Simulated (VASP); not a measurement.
# TaTi3 (Fm-3m) in VASP: a series of runs

Runs on TaTi3. Level: LDA. Tasks: single point.

All numbers are computed with VASP 6.6.1; they aren't measurements. Logs are shortened: lines on timing, memory, paths and dates and some standing lists are left out, and cuts for length are marked.

## Step 1: The cell of the first run

Symmetry: Fm-3m, No. 225, cubic system. The conventional cell has a = 6.400 Å, b = 6.400 Å, c = 6.400 Å, α = 90.00°, β = 90.00°, γ = 90.00°. Ti (site symmetry -43m) has 10 Ti at 2.77 to 3.20 Å and 4 Ta at 2.77 Å within 3.7 Å. Ti (site symmetry m-3m) has 8 Ti at 2.77 Å and 6 Ta at 3.20 Å within 3.7 Å. Within 3.7 Å of Ta (site symmetry m-3m) lie 14 Ti at 2.77 to 3.20 Å.

## Step 2: Single point, LDA

File INCAR:

```
SYSTEM = TaTi3
  ALGO = Normal
  EDIFF = 1E-6
  ENCUT = 520
  ISIF = 2
  ISMEAR = -1
  LASPH = .TRUE.
  LCHARG = .FALSE.
  LREAL = .FALSE.
  LWAVE = .FALSE.
  NBANDS = 32
  NELM = 80
  PREC = Accurate
  SIGMA = 0.1
```

File KPOINTS:

```
k-points
0
G
  6 6 6
  0 0 0
```

File POSCAR:

```
TaTi3
1.0
    0.0000000000      3.1998454525      3.1998454525
    3.1998454525      0.0000000000      3.1998454525
    3.1998454525      3.1998454525      0.0000000000
Ti Ta
3 1
Direct
    0.2500000000      0.2500000000      0.2500000000
    0.7500000000      0.7500000000      0.7500000000
    0.5000000000      0.5000000000      0.5000000000
    0.0000000000      0.0000000000      0.0000000000
```

Potentials or basis: VASP PAW LDA potentials, release 64 (Ti_sv, Ta_pv).

Launch:

```console
cat potpaw_LDA.64/Ti_sv/POTCAR potpaw_LDA.64/Ta_pv/POTCAR > POTCAR
mpirun -np 1 vasp_std > vasp.out
```

OUTCAR:

```text
SYSTEM = TaTi3
   EDIFF = 1E-6
   ENCUT = 520
   ISIF = 2
   ISMEAR = -1
   LASPH = .TRUE.
   LREAL = .FALSE.
   NELM = 80
   PREC = Accurate

 ion  position               nearest neighbor table
   1  0.250  0.250  0.250-   4 2.77   4 2.77   4 2.77   3 2.77   4 2.77   3 2.77   3 2.77   3 2.77

   2  0.750  0.750  0.750-   3 2.77   3 2.77   3 2.77   3 2.77   4 2.77   4 2.77   4 2.77   4 2.77

   3  0.500  0.500  0.500-   1 2.77   1 2.77   1 2.77   1 2.77   2 2.77   2 2.77   2 2.77   2 2.77
                             4 3.20   4 3.20   4 3.20   4 3.20   4 3.20   4 3.20
   4  0.000  0.000  0.000-   2 2.77   2 2.77   2 2.77   1 2.77   2 2.77   1 2.77   1 2.77   1 2.77
                             3 3.20   3 3.20   3 3.20   3 3.20   3 3.20   3 3.20

  LATTYP: Found a face centered cubic cell.
 ALAT       =     6.3996909050

  Lattice vectors:

 A1 = (   0.0000000000,   3.1998454525,   3.1998454525)
 A2 = (   3.1998454525,   0.0000000000,   3.1998454525)
 A3 = (   3.1998454525,   3.1998454525,   0.0000000000)

Analysis of symmetry for initial positions (statically):
=====================================================================
 Subroutine PRICEL returns:
 Original cell was already a primitive cell.

 Routine SETGRP: Setting up the symmetry group for a
 face centered cubic supercell.

 Subroutine GETGRP returns: Found 48 space group operations
 (whereof 48 operations were pure point group operations)
 out of a pool of 48 trial point group operations.

The static configuration has the point symmetry O_h .

Analysis of symmetry for dynamics (positions and initial velocities):
=====================================================================
 Subroutine PRICEL returns:
 Original cell was already a primitive cell.

 Routine SETGRP: Setting up the symmetry group for a
 face centered cubic supercell.

 Subroutine GETGRP returns: Found 48 space group operations
 (whereof 48 operations were pure point group operations)
 out of a pool of 48 trial point group operations.

The dynamic configuration has the point symmetry O_h .

 Subroutine INISYM returns: Found 48 space group operations
 (whereof 48 operations are pure point group operations),
 and found     1 'primitive' translations

----------------------------------------------------------------------------------------

                                     Primitive cell

  volume of cell :      65.5265

  direct lattice vectors                    reciprocal lattice vectors
     0.000000000  3.199845452  3.199845452    -0.156257547  0.156257547  0.156257547
     3.199845452  0.000000000  3.199845452     0.156257547 -0.156257547  0.156257547
     3.199845452  3.199845452  0.000000000     0.156257547  0.156257547 -0.156257547

  length of vectors
     4.525264836  4.525264836  4.525264836     0.270646010  0.270646010  0.270646010

  position of ions in fractional coordinates (direct lattice)
     0.250000000  0.250000000  0.250000000
     0.750000000  0.750000000  0.750000000
     0.500000000  0.500000000  0.500000000
     0.000000000  0.000000000  0.000000000

  ion indices of the primitive-cell ions
   primitive index   ion index
                 1           1
                 2           2
                 3           3
                 4           4

----------------------------------------------------------------------------------------

 KPOINTS: k-points

Automatic generation of k-mesh.
 Grid dimensions read from file:
 generate k-points for:    6    6    6

 Generating k-lattice:

  Cartesian coordinates                     Fractional coordinates (reciprocal lattice)
    -0.026042924  0.026042924  0.026042924     0.166666667  0.000000000  0.000000000
     0.026042924 -0.026042924  0.026042924     0.000000000  0.166666667  0.000000000
     0.026042924  0.026042924 -0.026042924     0.000000000  0.000000000  0.166666667

  Length of vectors
     0.045107668  0.045107668  0.045107668

  Shift w.r.t. Gamma in fractional coordinates (k-lattice)
     0.000000000  0.000000000  0.000000000

 Subroutine IBZKPT returns following result:
 ===========================================

 Found     16 irreducible k-points:

 Following reciprocal coordinates:
            Coordinates               Weight
  0.000000  0.000000  0.000000      1.000000
  0.166667  0.000000  0.000000      8.000000
  0.333333  0.000000  0.000000      8.000000
  0.500000  0.000000  0.000000      4.000000
  0.166667  0.166667  0.000000      6.000000
  0.333333  0.166667  0.000000     24.000000
[... 8 lines left out ...]
 -0.333333  0.333333  0.166667     24.000000
 -0.333333  0.500000  0.166667     12.000000
   k-points           NKPTS =     16   k-points in BZ     NKDIM =     16   number of bands    NBANDS=     32
   number of dos      NEDOS =    301   number of ions     NIONS =      4
   total plane-waves  NPLWV =  46656
   dimension x,y,z NGX =    36 NGY =   36 NGZ =   36
   dimension x,y,z NGXF=    72 NGYF=   72 NGZF=   72
   ions per type =               3   1
   NGX,Y,Z   is equivalent  to a cutoff of  13.23, 13.23, 13.23 a.u.
   NGXF,Y,Z  is equivalent  to a cutoff of  26.45, 26.45, 26.45 a.u.
 SYSTEM =  TaTi3
   PREC   = accura    normal or accurate (medium, high low for compatibility)
   ISTART =      0    job   : 0-new  1-cont  2-samecut
   ICHARG =      2    charge: 1-file 2-atom 10-const
   ISPIN  =      1    spin polarized calculation?
   LNONCOLLINEAR =      F non collinear calculations
   LSORBIT =      F    spin-orbit coupling
   LASPH  =      T    aspherical Exc in radial PAW
   ENCUT  =  520.0 eV  38.22 Ry    6.18 a.u.   8.41  8.41  8.41*2*pi/ulx,y,z
   NELM   =     80;   NELMIN=  2; NELMDL= -5     # of ELM steps
   EDIFF  = 0.1E-05   stopping-criterion for ELM
   LREAL  =      F    real-space projection
   EDIFFG = 0.1E-04   stopping-criterion for IOM
   NSW    =      0    number of steps for IOM
   IBRION =     -1    ionic relax: 0-MD 1-quasi-New 2-CG
   NFREE  =      0    steps in history (QN), initial steepest desc. (CG)
   ISIF   =      2    stress and relaxation
   ISYM   =      2    0-nonsym 1-usesym 2-fastsym
   POTIM  = 0.5000    time-step for ionic-motion
   TEBEG  =    0.0;   TEEND  =   0.0 temperature during run
   PSTRESS=    0.0 pullay stress
   NELECT =      47.0000    total number of electrons
   NUPDOWN=      -1.0000    fix difference up-down
   EMIN   =  10.00;   EMAX   =-10.00  energy-range for DOS
   EFERMI =   0.00;   METHOD = LEGACY
   ISMEAR =    -1;   SIGMA  =   0.10  broadening in eV -4-tet -1-fermi 0-gaus
   EFERMI_NEDOS =   21; number of points for ismear=-14 and -15
   IALGO  =     38    algorithm
   IMIX   =      4    mixing-type and parameters
     AMIX     =   0.40;   BMIX     =  1.00
     AMIX_MAG =   1.60;   BMIX_MAG =  1.00
  volume/ion in A,a.u.               =      16.38       110.55
  Fermi-wavevector in a.u.,A,eV,Ry     =   1.465441  2.769283 29.218762  2.147518
  Thomas-Fermi vector in A             =   2.581298
   LORBIT       =      0    0 simple, 1 ext, 2 COOP (PROOUT), +10 PAW based schemes
   GGA     = CA    functional components
   LHFCALC =     F    Hartree Fock is set to
   AEXX    =    0.0000 exact exchange contribution
   IVDW    =     0    specifies the selected vdW correction
   LEPSILON=     F    determine dielectric tensor
   LRPA    =     F    only Hartree local field effects (RPA)
 non-spin polarized calculation
  energy-cutoff  :      520.00
  volume of cell :       65.53
 maximum number of plane-waves:      1807
 NGX is ok and might be reduce to    36
   NGX = 17   NGY = 17   NGZ = 17

 number of electron      47.0000012 magnetization

 Free energy of the ion-electron system (eV)
  ---------------------------------------------------
  ext. energy  EPLUGINS =         0.00000000
  ---------------------------------------------------
  free energy    TOTEN  =       -38.31604663 eV

  energy without entropy =      -38.05476065  energy(sigma->0) =      -38.18540364

 E-fermi :   7.9189     XC(G=0): -12.3860

 val. band max:        7.8896782508   @ k =  -0.3333   0.1667   0.0000
 cond. band min:       7.9550544767   @ k =   0.5000   0.1667   0.0000
 fundamental gap:      0.0653762259
 Fermi energy:         7.9188977203

 k-point     1 :       0.0000    0.0000    0.0000
  band No.  band energies     occupation
      1     -47.8137      2.00000
      2     -47.5144      2.00000
      3     -47.5133      2.00000
      4     -25.5403      2.00000
      5     -25.5403      2.00000
      6     -25.5403      2.00000
[... 24 lines left out ...]
     31      11.3260      0.00000
     32      12.3296      0.00000

 k-point     2 :       0.1667    0.0000    0.0000
  band No.  band energies     occupation
      1     -47.8064      2.00000
      2     -47.5185      2.00000
      3     -47.5169      2.00000
      4     -25.5477      2.00000
      5     -25.5477      2.00000
      6     -25.5454      2.00000
[... 24 lines left out ...]
     31      11.2819      0.00000
     32      11.2846      0.00000

 k-point     3 :       0.3333    0.0000    0.0000
  band No.  band energies     occupation
      1     -47.7907      2.00000
      2     -47.5298      2.00000
      3     -47.5222      2.00000
      4     -25.5620      2.00000
      5     -25.5620      2.00000
      6     -25.5472      2.00000
[... 24 lines left out ...]
     31      11.1618      0.00000
     32      11.1618      0.00000

 k-point     4 :       0.5000    0.0000    0.0000
  band No.  band energies     occupation
      1     -47.7823      2.00000
      2     -47.5360      2.00000
      3     -47.5248      2.00000
      4     -25.5690      2.00000
      5     -25.5690      2.00000
      6     -25.5403      2.00000
[... 374 lines left out ...]
     31      10.7650      0.00000
     32      10.8195      0.00000

 k-point    15 :      -0.3333    0.3333    0.1667
  band No.  band energies     occupation
      1     -47.7739      2.00000
      2     -47.5363      2.00000
      3     -47.5334      2.00000
      4     -25.5991      2.00000
      5     -25.5685      2.00000
      6     -25.5604      2.00000
[... 24 lines left out ...]
     31      10.4751      0.00000
     32      11.4436      0.00000

 k-point    16 :      -0.3333    0.5000    0.1667
  band No.  band energies     occupation
      1     -47.7710      2.00000
      2     -47.5402      2.00000
      3     -47.5325      2.00000
      4     -25.6144      2.00000
      5     -25.6005      2.00000
      6     -25.5342      2.00000
[... 24 lines left out ...]
     31      10.6299      0.00000
     32      11.3311      0.00000

------------------------ aborting loop because EDIFF is reached ----------------------------------------

  FORCE on cell =-STRESS in cart. coord.  units (eV):
  Direction    XX          YY          ZZ          XY          YZ          ZX
  --------------------------------------------------------------------------------------
  -------------------------------------------------------------------------------------
  Total       -0.7864089     -0.7864089     -0.7864089     -0.0000000     -0.0000000     -0.0000000
  in kB      -19.2283501    -19.2283501    -19.2283501     -0.0000000     -0.0000000     -0.0000000
  external PRESSURE =     -19.2283501 kB  Pullay stress =       0.0000000 kB

 VOLUME and BASIS-vectors are now :
 -----------------------------------------------------------------------------
  energy-cutoff  :      520.00
  volume of cell :       65.53
      direct lattice vectors                 reciprocal lattice vectors
     0.000000000  3.199845452  3.199845452    -0.156257547  0.156257547  0.156257547
     3.199845452  0.000000000  3.199845452     0.156257547 -0.156257547  0.156257547
     3.199845452  3.199845452  0.000000000     0.156257547  0.156257547 -0.156257547

 POSITION                                       TOTAL-FORCE (eV/Angst)
 -----------------------------------------------------------------------------------
      1.59992      1.59992      1.59992        -0.000000     -0.000000     -0.000000
      4.79977      4.79977      4.79977         0.000000      0.000000      0.000000
      3.19985      3.19985      3.19985         0.000000      0.000000     -0.000000
      0.00000      0.00000      0.00000         0.000000      0.000000     -0.000000
 -----------------------------------------------------------------------------------
    total drift:                                0.000000      0.000000      0.000000

  FREE ENERGIE OF THE ION-ELECTRON SYSTEM (eV)
  ---------------------------------------------------
  free  energy   TOTEN  =       -38.3160466264 eV

  energy  without entropy=      -38.0547606501  energy(sigma->0) =      -38.18540364
```

Run time: 22 s. Hardware: 1 thread of Intel Xeon 6975P-C (Granite Rapids), shared host; peak memory 0.18 GiB.

Results:

| Property | Result |
| --- | --- |
| Free energy | -38.3160 eV |
| Pressure | -1.9 GPa |

Caveat: spin-orbit coupling is left out, which moves the levels of the heavy elements.

## Step 3: Single point, LDA

This run uses another cell than the first one, of 16.73 Å³/atom, 1.021 times its volume.

File INCAR:

```
PREC = Accurate
ENCUT = 520
EDIFF = 1E-6
ISMEAR = -1
SIGMA = 0.1
LREAL = F
LASPH = T
NELM = 80
ALGO = Normal
ISIF = 2
LWAVE = F
LCHARG = T
LELF = T
LVHAR = T
NBANDS = 32
```

File KPOINTS:

```
regular mesh
0
Gamma
  6 6 6
```

File POSCAR:

```
TaTi3
1.0
    0.0000000000      3.2223803179      3.2223803179
    3.2223803179      0.0000000000      3.2223803179
    3.2223803179      3.2223803179      0.0000000000
Ti Ta
3 1
Direct
    0.2500000000      0.2500000000      0.2500000000
    0.7500000000      0.7500000000      0.7500000000
    0.5000000000      0.5000000000      0.5000000000
    0.0000000000      0.0000000000      0.0000000000
```

Potentials or basis: VASP PAW LDA potentials, release 64 (Ti_sv, Ta_pv).

Launch:

```console
cat potpaw_LDA.64/Ti_sv/POTCAR potpaw_LDA.64/Ta_pv/POTCAR > POTCAR
mpirun -np 1 vasp_std > vasp.out
```

It took 23 s on 1 thread of Intel Xeon 6975P-C (Granite Rapids), shared host; peak memory 0.18 GiB.

It converged, with:

```
Free energy : -38.2878 eV
Pressure    : -4.6 GPa
```

Levels at points of the mesh, in eV from the Fermi level:
```
           k point  band 19  band 20  band 21  band 22  band 23  band 24  band 25  band 26  band 27  band 28
(0.00, 0.00, 0.00)    -1.12    -1.12    -1.12    -0.50    -0.50    -0.50     0.92     0.92     0.92     2.87
(0.50, 0.00, 0.00)    -1.42    -0.88    -0.88    -0.84    -0.59    -0.59    -0.37    -0.19    -0.19     2.81
(0.50, 0.50, 0.00)    -2.47    -0.79    -0.79    -0.48    -0.07     1.24     1.24     1.27     1.27     1.58
```

Caveat: spin-orbit coupling is left out, which moves the levels of the heavy elements.

## Step 4: Single point, LDA

This run uses another cell than the first one, of 17.08 Å³/atom, 1.043 times its volume.

File INCAR:

```
SYSTEM = TaTi3
PREC = Accurate
ENCUT = 520
EDIFF = 1E-7
ISMEAR = -1
SIGMA = 0.1
LREAL = .FALSE.
LASPH = .TRUE.
NELM = 80
ALGO = Normal
ISIF = 2
LWAVE = .FALSE.
LCHARG = .FALSE.
GGA = CA
NBANDS = 32
```

File KPOINTS:

```
regular mesh
0
G
  6 6 6
  0 0 0
```

File POSCAR:

```
TaTi3
1.0
    0.0000000000      3.2446043327      3.2446043327
    3.2446043327      0.0000000000      3.2446043327
    3.2446043327      3.2446043327      0.0000000000
Ti Ta
3 1
Direct
    0.2500000000      0.2500000000      0.2500000000
    0.7500000000      0.7500000000      0.7500000000
    0.5000000000      0.5000000000      0.5000000000
    0.0000000000      0.0000000000      0.0000000000
```

Launch:

```console
cat potpaw_LDA.64/Ti_sv/POTCAR potpaw_LDA.64/Ta_pv/POTCAR > POTCAR
mpirun -np 1 vasp_std > vasp.out
```

Run time: 22 s. Hardware: 1 thread of Intel Xeon 6975P-C (Granite Rapids), shared host; peak memory 0.18 GiB.

The run converged. Its results:

```
Free energy : -38.2371 eV
Pressure    : -7.1 GPa
```

Levels at points of the mesh, in eV from the Fermi level:
| k point | band 20 | band 21 | band 22 | band 23 | band 24 | band 25 | band 26 | band 27 |
| --- | --- | --- | --- | --- | --- | --- | --- | --- |
| (0.00, 0.00, 0.00) | -1.10 | -1.10 | -0.49 | -0.49 | -0.49 | 0.90 | 0.90 | 0.90 |
| (0.50, 0.00, 0.00) | -0.85 | -0.85 | -0.81 | -0.56 | -0.56 | -0.35 | -0.18 | -0.18 |
| (0.50, 0.50, 0.00) | -0.75 | -0.75 | -0.44 | -0.04 | 1.22 | 1.22 | 1.24 | 1.24 |

Caveat: spin-orbit coupling is left out, which moves the levels of the heavy elements.

(Continued in part 2 of 2.)
